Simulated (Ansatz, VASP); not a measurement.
# Two plane-wave programs on Al32As

```
Al As
1.0
     8.10000    0.00000    0.00000
     0.00000    8.10000    0.00000
     0.00000    0.00000    8.10000
Al As
32 1
Direct
  0.50013 0.01422 0.00018
  0.73574 0.24979 0.00018
  0.74814 0.00180 0.25201
  0.99981 0.05476 0.99980
  0.26413 0.24978 0.00018
  0.50013 0.48582 0.00018
  0.69508 0.75018 0.99980
  0.25192 0.00179 0.25201
  0.50000 0.24994 0.25339
  0.74814 0.49801 0.25201
  0.50000 0.00319 0.50007
  0.74675 0.24995 0.50007
  0.74813 0.00181 0.74822
  0.99981 0.44404 0.99980
  0.30581 0.75018 0.99980
  0.00007 0.24978 0.26418
  0.25192 0.49801 0.25201
  0.50013 0.74985 0.26418
  0.00007 0.01422 0.50025
  0.25330 0.24994 0.50007
  0.50000 0.49663 0.50007
  0.73574 0.74985 0.50025
  0.25193 0.00180 0.74822
  0.50000 0.24995 0.74683
  0.74813 0.49801 0.74822
  0.99981 0.75017 0.30606
  0.00007 0.48583 0.50026
  0.26413 0.74985 0.50026
  0.00007 0.24979 0.73579
  0.25193 0.49801 0.74823
  0.50013 0.74985 0.73579
  0.99981 0.75018 0.69534
  0.00073 0.74902 0.00114
```

Alike in both runs: functional PBE; dispersion D3(BJ); k mesh 2 × 2 × 2; occupations fermi-dirac, width 0.05 eV; no spin polarisation.

Ansatz relaxed the structure, and its values are those at the end. VASP's run is a single point on that final structure, the one shown.

|  | VASP | Ansatz |
| --- | --- | --- |
| version | VASP 6.6.1 | Ansatz 0.2.0 |
| potentials or method | VASP PAW PBE potentials, release 64 (Al, As), cutoff 520 eV | scalar-relativistic, plane waves, PAW |
| valence electrons in the cell | 101 | 111 |

|  | VASP | Ansatz | Ansatz less VASP |
| --- | --- | --- | --- |
| rms of the force components (eV/Å) | 0.032 | 0.029 | -0.0032 |

VASP's potentials hold 101 valence electrons a cell and Ansatz's 111, so a difference there can come from the potentials and not from the codes.

The k mesh is coarse, so the values compare programs but aren't converged.
